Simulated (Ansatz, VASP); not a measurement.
## La3Tl in VASP and in Ansatz

```xyz
4
Lattice="5.1266 0.0000 0.0000 0.0000 5.1266 0.0000 0.0000 0.0000 5.1266" Properties=species:S:1:pos:R:3 pbc="T T T"
La    0.0000    2.5633    2.5633
La    2.5633    0.0000    2.5633
La    2.5633    2.5633    0.0000
Tl    0.0000    0.0000    0.0000
```

Change from the starting cell: volume scaled by 1.04.

Alike in both runs: task single point; functional LDA; k mesh 8 × 8 × 8; occupations fermi-dirac, width 0.08 eV; no spin polarisation.

|  | VASP | Ansatz |
| --- | --- | --- |
| version | VASP 6.6.1 | Ansatz 0.2.0 |
| potentials or method | VASP PAW LDA potentials, release 64 (La, Tl_d), cutoff 520 eV | all-electron LAPW, scalar-relativistic |

|  | VASP | Ansatz | Ansatz less VASP |
| --- | --- | --- | --- |
| pressure (GPa) | -4.8 | -4.8 | +0.05 |

LDA's correlation is that of Perdew and Zunger in VASP and of Perdew and Wang (1992) in Ansatz. Ansatz ran all-electron here, and VASP with PAW potentials.

Spin-orbit coupling is off throughout.
